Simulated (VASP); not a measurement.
Input of a VASP 6.6.1 run:

Contents of INCAR:

```
SYSTEM = Be2PtBr6
PREC = Accurate
ENCUT = 520
EDIFF = 1E-7
ISMEAR = 0
SIGMA = 0.1
LREAL = .False.
LASPH = .True.
NELM = 80
ALGO = Normal
ISIF = 2
LWAVE = .False.
LCHARG = .False.
GGA = PE
NBANDS = 38
```

KPOINTS

```
regular mesh
0
Gamma
  4 4 4
  0 0 0
```

The input POSCAR:

```
Be2PtBr6
1.0
    0.0000000000      4.5919060400      4.5919060400
    4.5919060400      0.0000000000      4.5919060400
    4.5919060400      4.5919060400      0.0000000000
Be Pt Br
2 1 6
Direct
    0.7500000000      0.7500000000      0.7500000000
    0.2500000000      0.2500000000      0.2500000000
    0.0000000000      0.0000000000      0.0000000000
    0.5000000000      0.0000000000      0.0000000000
    0.0000000000      0.5000000000      0.5000000000
    0.0000000000      0.5000000000      0.0000000000
    0.5000000000      0.0000000000      0.5000000000
    0.0000000000      0.0000000000      0.5000000000
    0.5000000000      0.5000000000      0.0000000000
```

Potentials or basis: VASP PAW PBE potentials, release 64 (Be, Pt, Br).

Run with:

```sh
$ cat potpaw_PBE.64/Be/POTCAR potpaw_PBE.64/Pt/POTCAR potpaw_PBE.64/Br/POTCAR > POTCAR
$ mpirun -np 1 vasp_std > vasp.out
```

**Question.** Estimate the pressure.

**Answer.** 7.1 GPa.

**Question.** Predict the band gap on the k mesh.

**Answer.** Zero (bands 28 and 29 overlap by 0.27 eV).

Caveat: the cell differs from its parent crystal (atoms taken out); the cell stands under pressure; spin-orbit coupling is left out, which moves the levels of the heavy elements.
